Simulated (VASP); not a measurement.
A run of VASP 6.6.1:

The input INCAR:

```
SYSTEM = Cs2LiScF6
PREC = Accurate
ENCUT = 520
EDIFF = 1E-6
ISMEAR = 0
SIGMA = 0.05
LREAL = .FALSE.
LASPH = .TRUE.
NELM = 100
ALGO = Normal
ISIF = 2
LWAVE = .FALSE.
LCHARG = .TRUE.
GGA = PS
LELF = .TRUE.
LVHAR = .TRUE.
NBANDS = 48
```

The input KPOINTS:

```
regular mesh
0
G
  6 6 6
  0 0 0
```

Contents of POSCAR:

```
Cs2LiScF6
1.0
    0.0000000000      4.2963951983      4.2963951983
    4.2963951983      0.0000000000      4.2963951983
    4.2963951983      4.2963951983      0.0000000000
Cs Li Sc F
2 1 1 6
Direct
    0.7500130883      0.7499869117      0.7500130883
    0.2500130883      0.2499869117      0.2500130883
    0.5016136157      0.4983863843      0.5016136157
    0.0015781756     -0.0015781756      0.0015781756
    0.7614347574      0.2385652426      0.2350739436
    0.2350739436      0.2385652426      0.7614347574
    0.2350739436      0.7649260564      0.7614347574
    0.2380573914      0.7619426086      0.2380573914
    0.7644182052      0.2355817948      0.7644182052
    0.7614347574      0.7649260564      0.2350739436
```

Potentials or basis: VASP PAW PBE potentials, release 64 (Cs_sv, Li_sv, Sc_sv, F).

The run is started by

```bash
$ cat potpaw_PBE.64/Cs_sv/POTCAR potpaw_PBE.64/Li_sv/POTCAR potpaw_PBE.64/Sc_sv/POTCAR potpaw_PBE.64/F/POTCAR > POTCAR
$ mpirun -np 1 vasp_std > vasp.out
```

Hardware: 1 thread of Intel(R) Xeon(R) Platinum 8259CL CPU @ 2.50GHz (Skylake/Cascade Lake), on a shared host.

Q: Estimate the wall time of this run.

A: Run time: 4.5 min on 1 thread of Intel(R) Xeon(R) Platinum 8259CL CPU @ 2.50GHz (Skylake/Cascade Lake) (shared host), peak memory 0.44 GiB. Counts: scf iterations 16, k points 30.
